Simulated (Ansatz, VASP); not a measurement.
SiC: VASP beside Ansatz

File POSCAR:

```
SiC
1.0
    2.9852283820      0.0000000000      0.0000000000
   -1.4926141910      2.5852836149      0.0000000000
    0.0000000000      0.0000000000     10.1343944590
Si C
4 4
Direct
    0.0000000000      0.0000000000      0.0008645021
    0.3333333333      0.6666666667      0.2508640425
    0.0000000000      0.0000000000      0.5008645021
    0.6666666667      0.3333333333      0.7508640425
    0.0000000000      0.0000000000      0.1863790325
    0.3333333333      0.6666666667      0.4368924229
    0.0000000000      0.0000000000      0.6863790325
    0.6666666667      0.3333333333      0.9368924229
```

INCAR.step1

```
SYSTEM = SiC
ALGO = Normal ; EDIFF = 1E-5
ENCUT = 520 ; GGA = PE
ISIF = 2 ; ISMEAR = 0
LASPH = .True. ; LCHARG = .False.
LREAL = .False. ; LWAVE = .True.
NBANDS = 26 ; NELM = 60
PREC = Accurate ; SIGMA = 0.01
```

File INCAR.step2:

```
SYSTEM = SiC
ALGO = Normal ; EDIFF = 1E-6
ENCUT = 520 ; GGA = PE
HFSCREEN = 0.2079 ; ISIF = 2
ISMEAR = 0 ; ISTART = 1
LASPH = .True. ; LCHARG = .False.
LHFCALC = .True. ; LREAL = .False.
LWAVE = .False. ; NBANDS = 26
NELM = 60 ; PREC = Accurate
PRECFOCK = Fast ; SIGMA = 0.01
```

KPOINTS

```
k-points
0
Gamma
  6 6 2
  0 0 0
```

Input for Ansatz:

```yaml
crystal:
  lattice:
    - [2.985228382, 0.0, 0.0]
    - [-1.492614191, 2.5852836149, 0.0]
    - [0.0, 0.0, 10.134394459]
  atoms:
    - { symbol: Si, position: [0.0, 0.0, 0.0008645021] }
    - { symbol: Si, position: [0.3333333333, 0.6666666667, 0.2508640425] }
    - { symbol: Si, position: [0.0, 0.0, 0.5008645021] }
    - { symbol: Si, position: [0.6666666667, 0.3333333333, 0.7508640425] }
    - { symbol: C, position: [0.0, 0.0, 0.1863790325] }
    - { symbol: C, position: [0.3333333333, 0.6666666667, 0.4368924229] }
    - { symbol: C, position: [0.0, 0.0, 0.6863790325] }
    - { symbol: C, position: [0.6666666667, 0.3333333333, 0.9368924229] }
kpoints:
  mp_grid: { grid: [6, 6, 2] }
  band_path:
    path:
      - [0.0, 0.0, 0.0]
      - [0.5, 0.0, 0.0]
      - [0.3333333333, 0.3333333333, 0.0]
      - [0.0, 0.0, 0.5]
      - [0.5, 0.0, 0.5]
      - [0.3333333333, 0.3333333333, 0.5]
      - [0.0, 0.5, 0.0]
    npoints: 1
hamiltonian:
  xc: hse06
scf:
  occupations: { method: fixed }
  n_extra_bands: 6
output:
  forces: true
  stress: true
  eigenvalues: true
```

Change from the starting cell: epitaxial_xy strain -3.0%.

Alike in both runs: task single point; functional HSE06; k mesh 6 × 6 × 2; no spin polarisation.

|  | VASP | Ansatz |
| --- | --- | --- |
| version | VASP 6.6.1 | Ansatz 0.2.0 |
| potentials or method | VASP PAW PBE potentials, release 64 (Si, C) | plane waves, PAW |
| plane-wave cutoff (eV) | 520 | 420 |
| occupations | gaussian, width 0.01 eV | fixed |
| valence electrons in the cell | 32 | 32 |

Ansatz gave:

| Quantity | Value |
| --- | --- |
| gap on the k mesh at the Fermi level (eV) | 2.88 |
| pressure (GPa) | 13.1 |
| traceless stress, the component that is largest in VASP (GPa) | -14.25 |

**Question.** What did VASP give for the same quantities?

**Answer.** gap on the k mesh at the Fermi level (eV): 2.89; pressure (GPa): 12.6; traceless stress, the component that is largest in VASP (GPa): -14.30.

Ansatz's warnings: stress exchange threshold loose, stress scf threshold loose.
